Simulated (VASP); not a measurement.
Set up this calculation in VASP 6.6.1, as the native input.

| Item | Value |
| --- | --- |
| Task | single point |
| Functional | r2SCAN |
| Potentials or basis | VASP PAW PBE potentials, release 64 (K_sv, S) |
| Cutoff | 550 eV |
| k mesh | 6 × 6 × 6 |
| Occupations | gaussian, width 0.01 eV |
| Spin | no spin polarisation |
| Dipole correction | no |
| Further INCAR settings | ALGO = Normal; EDIFF = 1e-06; NBANDS = 19 |

Crystal: K2S.

```
K S
1.0
     0.00000    3.77534    3.77534
     3.77534    0.00000    3.77534
     3.77534    3.77534    0.00000
K S
2 1
Direct
  0.25000 0.25000 0.25000
  0.75000 0.75000 0.75000
  0.00000 0.00000 0.00000
```

These files were run (other wordings do the same):

POSCAR

```
K2S
1.0
    0.0000000000      3.7753394356      3.7753394356
    3.7753394356      0.0000000000      3.7753394356
    3.7753394356      3.7753394356      0.0000000000
K S
2 1
Direct
    0.2500000000      0.2500000000      0.2500000000
    0.7500000000      0.7500000000      0.7500000000
    0.0000000000      0.0000000000      0.0000000000
```

INCAR.step1

```
SYSTEM = K2S
PREC = Accurate ; ENCUT = 550
ISMEAR = 0 ; SIGMA = 0.01
LREAL = .FALSE. ; LASPH = .TRUE.
NELM = 120 ; NBANDS = 19
GGA = PE ; ALGO = Normal
EDIFF = 1E-5 ; LWAVE = .TRUE.
LCHARG = .FALSE. ; GGA_COMPAT = .FALSE.
```

INCAR.step2

```
SYSTEM = K2S
PREC = Accurate ; ENCUT = 550
EDIFF = 1E-6 ; ISMEAR = 0
SIGMA = 0.01 ; LREAL = .FALSE.
LASPH = .TRUE. ; NELM = 120
ALGO = Normal ; ISIF = 2
LWAVE = .FALSE. ; LCHARG = .FALSE.
METAGGA = R2SCAN ; LMIXTAU = .TRUE.
NBANDS = 19 ; ISTART = 1
GGA_COMPAT = .FALSE.
```

KPOINTS

```
Automatic mesh
0
G
  6 6 6
  0 0 0
```

Potentials or basis: VASP PAW PBE potentials, release 64 (K_sv, S).

Command:

```sh
$ cat potpaw_PBE.64/K_sv/POTCAR potpaw_PBE.64/S/POTCAR > POTCAR
$ cp INCAR.step1 INCAR
$ mpirun -np 1 vasp_std > vasp.out
$ cp INCAR.step2 INCAR
$ mpirun -np 1 vasp_std > vasp.out
```

Results of the run:

The pressure is -1.0 GPa. The band gap on the k mesh is 2.61 eV (least direct gap 2.76 eV).

Caveat: the PAW data sets were made with another functional, which shifts forces and pressure a little.

Wall time 4.4 min on 1 thread of Intel(R) Xeon(R) Platinum 8175M CPU @ 2.50GHz (Skylake/Cascade Lake), with other jobs on the host, peak memory 0.29 GiB.
